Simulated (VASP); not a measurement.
# Mo4W (I4/m) in VASP: single point with PBE

Aim: the single point of Mo4W with PBE.

All numbers are computed with VASP 6.6.1; they aren't measurements. Logs are shortened: lines on timing, memory, paths and dates and some standing lists are left out, and cuts for length are marked.

## (1) The cell of the first run

It takes space group I4/m (No. 87, tetragonal). The conventional cell has a = 7.079 Å, b = 7.079 Å, c = 3.165 Å, α = 90.00°, β = 90.00°, γ = 90.00°. Mo (site symmetry m) has 11 Mo at 2.74 to 3.17 Å and 3 W at 2.74 to 3.16 Å within 3.6 Å. W (site symmetry 4/m) has 12 Mo at 2.74 to 3.16 Å and 2 W at 3.16 Å within 3.6 Å.

## (2) Single point, PBE

INCAR

```
PREC = Accurate
ENCUT = 520
EDIFF = 1E-6
ISMEAR = 0
SIGMA = 0.1
LREAL = False
LASPH = True
NELM = 60
ALGO = Fast
ISIF = 2
LWAVE = False
LCHARG = True
GGA = PE
LELF = True
LVHAR = True
NBANDS = 43
```

KPOINTS

```
regular mesh
0
Gamma
  14 14 14
```

POSCAR

```
Mo4W
1.0
   -3.5397002000      3.5397002000      1.5823731000
    3.5397002000     -3.5397002000      1.5823731000
    3.5397002000      3.5397002000     -1.5823731000
Mo W
4 1
Direct
    0.3998045000      0.1999315000      0.5997360000
    0.8000685000      0.3998045000      0.1998730000
    0.1999315000      0.6001955000      0.8001270000
    0.6001955000      0.8000685000      0.4002640000
    0.0000000000      0.0000000000      0.0000000000
```

Potentials or basis: VASP PAW PBE potentials, release 64 (Mo_sv, W_sv).

The run is started by

```sh
$ cat potpaw_PBE.64/Mo_sv/POTCAR potpaw_PBE.64/W_sv/POTCAR > POTCAR
$ mpirun -np 1 vasp_std > vasp.out
```

OUTCAR:

```text
PREC = Accurate
   ENCUT = 520
   EDIFF = 1E-6
   ISMEAR = 0
   LREAL = False
   LASPH = True
   NELM = 60
   ISIF = 2
   GGA = PE

 ion  position               nearest neighbor table
   1  0.400  0.200  0.600-   4 2.74   4 2.74   3 2.74   3 2.74   2 2.74   2 2.74   5 2.74   5 2.74
                             5 3.16   4 3.17   2 3.17   3 3.17
   2  0.800  0.400  0.200-   3 2.74   3 2.74   4 2.74   4 2.74   1 2.74   1 2.74   5 2.74   5 2.74
                             5 3.16   3 3.17   1 3.17   4 3.17
   3  0.200  0.600  0.800-   2 2.74   2 2.74   1 2.74   1 2.74   4 2.74   4 2.74   5 2.74   5 2.74
                             5 3.16   2 3.17   4 3.17   1 3.17
   4  0.600  0.800  0.400-   1 2.74   1 2.74   2 2.74   3 2.74   2 2.74   3 2.74   5 2.74   5 2.74
                             5 3.16   1 3.17   3 3.17   2 3.17
   5  0.000  0.000  0.000-   3 2.74   2 2.74   2 2.74   3 2.74   4 2.74   4 2.74   1 2.74   1 2.74
                             2 3.16   3 3.16   4 3.16   1 3.16

  LATTYP: Found a body centered tetragonal cell.
 ALAT       =     7.0794004000
 C/A-ratio  =     0.4470359100

  Lattice vectors:

 A1 = (  -3.5397002000,   3.5397002000,   1.5823731000)
 A2 = (   3.5397002000,  -3.5397002000,   1.5823731000)
 A3 = (   3.5397002000,   3.5397002000,  -1.5823731000)

Analysis of symmetry for initial positions (statically):
=====================================================================
 Subroutine PRICEL returns:
 Original cell was already a primitive cell.

 Routine SETGRP: Setting up the symmetry group for a
 body centered tetragonal supercell.

 Subroutine GETGRP returns: Found  8 space group operations
 (whereof  8 operations were pure point group operations)
 out of a pool of 16 trial point group operations.

The static configuration has the point symmetry C_4h.

Analysis of symmetry for dynamics (positions and initial velocities):
=====================================================================
 Subroutine PRICEL returns:
 Original cell was already a primitive cell.

 Routine SETGRP: Setting up the symmetry group for a
 body centered tetragonal supercell.

 Subroutine GETGRP returns: Found  8 space group operations
 (whereof  8 operations were pure point group operations)
 out of a pool of 16 trial point group operations.

The dynamic configuration has the point symmetry C_4h.

 Subroutine INISYM returns: Found  8 space group operations
 (whereof  8 operations are pure point group operations),
 and found     1 'primitive' translations

[... 104 lines left out ...]
   IBRION =     -1    ionic relax: 0-MD 1-quasi-New 2-CG
   NFREE  =      0    steps in history (QN), initial steepest desc. (CG)
   ISIF   =      2    stress and relaxation
   ISYM   =      2    0-nonsym 1-usesym 2-fastsym
   POTIM  = 0.5000    time-step for ionic-motion
   TEBEG  =    0.0;   TEEND  =   0.0 temperature during run
   PSTRESS=    0.0 pullay stress
   NELECT =      70.0000    total number of electrons
   NUPDOWN=      -1.0000    fix difference up-down
   EMIN   =  10.00;   EMAX   =-10.00  energy-range for DOS
   EFERMI =   0.00;   METHOD = LEGACY
   ISMEAR =     0;   SIGMA  =   0.10  broadening in eV -4-tet -1-fermi 0-gaus
   EFERMI_NEDOS =   21; number of points for ismear=-14 and -15
   IALGO  =     68    algorithm
   IMIX   =      4    mixing-type and parameters
     AMIX     =   0.40;   BMIX     =  1.00
     AMIX_MAG =   1.60;   BMIX_MAG =  1.00
  volume/ion in A,a.u.               =      15.86       107.04
  Fermi-wavevector in a.u.,A,eV,Ry     =   1.570388  2.967603 33.553568  2.466118
  Thomas-Fermi vector in A             =   2.672129
   LORBIT       =      0    0 simple, 1 ext, 2 COOP (PROOUT), +10 PAW based schemes
   GGA     = PE    functional components
   LHFCALC =     F    Hartree Fock is set to
   AEXX    =    0.0000 exact exchange contribution
   IVDW    =     0    specifies the selected vdW correction
   LEPSILON=     F    determine dielectric tensor
   LRPA    =     F    only Hartree local field effects (RPA)
 non-spin polarized calculation
 RMM-DIIS sequential band-by-band and
 Gauss-broadening in eV      SIGMA  =   0.10
  energy-cutoff  :      520.00
  volume of cell :       79.31
 maximum number of plane-waves:      2153
   NGX = 19   NGY = 19   NGZ = 19

 number of electron      70.0000006 magnetization

 Free energy of the ion-electron system (eV)
  ---------------------------------------------------
  ext. energy  EPLUGINS =         0.00000000
  ---------------------------------------------------
  free energy    TOTEN  =       -56.71720297 eV

  energy without entropy =      -56.70276309  energy(sigma->0) =      -56.70998303

 E-fermi :  12.1917     XC(G=0): -13.3761

 val. band max:       12.1900224696   @ k =  -0.4286   0.2857  -0.1429
 cond. band min:      12.1920029742   @ k =  -0.3571   0.2143  -0.1429
 fundamental gap:      0.0019805046
 Fermi energy:        12.1916897358

 k-point     1 :       0.0000    0.0000    0.0000
  band No.  band energies     occupation
      1     -61.9445      2.00000
      2     -49.0425      2.00000
      3     -48.8125      2.00000
      4     -48.8115      2.00000
      5     -48.8115      2.00000
      6     -26.2140      2.00000
[... 1093 lines left out ...]
     42      14.4511      0.00000
     43      14.5184      0.00000

 [... further k-points ...]

------------------------ aborting loop because EDIFF is reached ----------------------------------------

  FORCE on cell =-STRESS in cart. coord.  units (eV):
  Direction    XX          YY          ZZ          XY          YZ          ZX
  --------------------------------------------------------------------------------------
  -------------------------------------------------------------------------------------
  Total        0.2498339      0.2498339      0.2389782      0.0000001      0.0000000      0.0000000
  in kB        5.0473106      5.0473106      4.8279975      0.0000012      0.0000000      0.0000000
  external PRESSURE =       4.9742062 kB  Pullay stress =       0.0000000 kB

 VOLUME and BASIS-vectors are now :
 -----------------------------------------------------------------------------
  energy-cutoff  :      520.00
  volume of cell :       79.31
      direct lattice vectors                 reciprocal lattice vectors
    -3.539700200  3.539700200  1.582373100     0.000000000  0.141254901  0.315981105
     3.539700200 -3.539700200  1.582373100     0.141254901  0.000000000  0.315981105
     3.539700200  3.539700200 -1.582373100     0.141254901  0.141254901  0.000000000

 POSITION                                       TOTAL-FORCE (eV/Angst)
 -----------------------------------------------------------------------------------
      1.41540      2.83038      0.00000        -0.004925     -0.004925      0.000000
     -0.70932      2.12431      1.58237        -0.004925      0.004925      0.000000
      4.24902      1.41540     -0.00000         0.004925     -0.004925     -0.000000
      2.12431      0.70932      1.58237         0.004925      0.004925     -0.000000
      0.00000      0.00000      0.00000        -0.000000      0.000000      0.000000
 -----------------------------------------------------------------------------------
    total drift:                               -0.000000     -0.000000     -0.000000

  FREE ENERGIE OF THE ION-ELECTRON SYSTEM (eV)
  ---------------------------------------------------
  free  energy   TOTEN  =       -56.7172029709 eV

  energy  without entropy=      -56.7027630940  energy(sigma->0) =      -56.70998303
```

It took 23 min on 1 thread of Oxide Virtual Turin-like, shared host; peak memory 0.97 GiB.

What came out:

| Quantity | Value |
| --- | --- |
| Free energy | -56.7172 eV |
| Pressure | 0.5 GPa |
| Largest force | 0.007 eV/Å |
| Band gap on the k mesh | zero (bands 35 and 36 overlap by 2.52 eV) |

Forces on the atoms (eV/Å):
```
Mo  -0.005 -0.005  0.000
Mo  -0.005  0.005  0.000
Mo   0.005 -0.005  0.000
Mo   0.005  0.005  0.000
W    0.000  0.000  0.000
```

Levels at points of the mesh, in eV from the Fermi level:
| k point | band 33 | band 34 | band 35 | band 36 | band 37 | band 38 |
| --- | --- | --- | --- | --- | --- | --- |
| (0.00, 0.00, 0.00) | -1.52 | -1.34 | -1.32 | -1.32 | 0.15 | 0.15 |
| (0.50, 0.00, 0.00) | -1.56 | -1.40 | 0.40 | 0.59 | 1.38 | 1.71 |
| (0.50, 0.50, 0.00) | -0.01 | 0.05 | 0.10 | 0.19 | 0.24 | 0.47 |
| (0.50, 0.50, 0.50) | -1.77 | -1.65 | 0.47 | 0.47 | 0.61 | 0.69 |

Caveat: spin-orbit coupling is left out, which moves the levels of the heavy elements.
